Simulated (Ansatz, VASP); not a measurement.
**Two plane-wave programs on CdO**

```
CELL_PARAMETERS angstrom
0.00000 2.35300 2.35300
2.35300 0.00000 2.35300
2.35300 2.35300 0.00000
ATOMIC_POSITIONS crystal
Cd 0.00000 0.00000 0.00000
O 0.50000 0.50000 0.50000
```

Alike in both runs: task single point; functional r2SCAN50; k mesh 4 × 4 × 4; occupations fermi-dirac, width 0.02 eV; no spin polarisation.

|  | VASP | Ansatz |
| --- | --- | --- |
| version | VASP 6.6.1 | Ansatz 0.2.0 |
| potentials or method | VASP PAW PBE potentials, release 64 (Cd, O) | plane waves |
| plane-wave cutoff (eV) | 580 | 500 |
| valence electrons in the cell | 18 | 26 |

Ansatz gave:

| Item | Value |
| --- | --- |
| gap on the k mesh at the Fermi level (eV) | 4.12 |
| pressure (GPa) | -5.8 |

Question: Estimate VASP's values.

Answer: gap on the k mesh at the Fermi level (eV): 4.16; pressure (GPa): -4.7.

VASP's potentials were made for PBE, not for r2SCAN50. With one functional, cell and mesh, what is left measures potentials, basis and numerics. VASP's potentials hold 18 valence electrons a cell and Ansatz's 26, so a difference there can come from the potentials and not from the codes. Ansatz's warnings: stress exchange threshold loose, stress scf threshold loose.

The k mesh is coarse, so the values compare programs but aren't converged.
